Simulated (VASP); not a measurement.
Input of a VASP 6.6.1 run:

Contents of INCAR:

```
SYSTEM = Pt
  ALGO = Normal
  EDIFF = 1E-7
  ENCUT = 520
  GGA = PE
  ISIF = 2
  ISMEAR = 0
  LASPH = .TRUE.
  LCHARG = .FALSE.
  LREAL = .FALSE.
  LWAVE = .FALSE.
  NBANDS = 11
  NELM = 80
  PREC = Accurate
  SIGMA = 0.15
```

KPOINTS

```
k-points
0
G
  22 22 22
  0 0 0
```

File POSCAR:

```
Pt
1.0
    0.0000000000      2.0548864963      1.6299359688
    2.0548864963      0.0000000000      1.6299359688
    2.0548864963      2.0548864963      0.0000000000
Pt
1
Direct
    0.0000000000      0.0000000000      0.0000000000
```

Potentials or basis: VASP PAW PBE potentials, release 64 (Pt).

Command:

```console
$ cat potpaw_PBE.64/Pt/POTCAR > POTCAR
$ mpirun -np 1 vasp_std > vasp.out
```

Q: What does it give for the pressure?

A: 47.2 GPa.

Q: Predict the band gap on the k mesh.

A: Zero (bands 5 and 6 overlap by 2.74 eV).

Stress tensor (GPa, compression positive):
```
44.13  0.00  0.00
 0.00 44.13  0.00
 0.00  0.00 53.38
```

Caveat: the stress differs along the axes, from 44 to 53 GPa; spin-orbit coupling is left out, which moves the levels of the heavy elements.
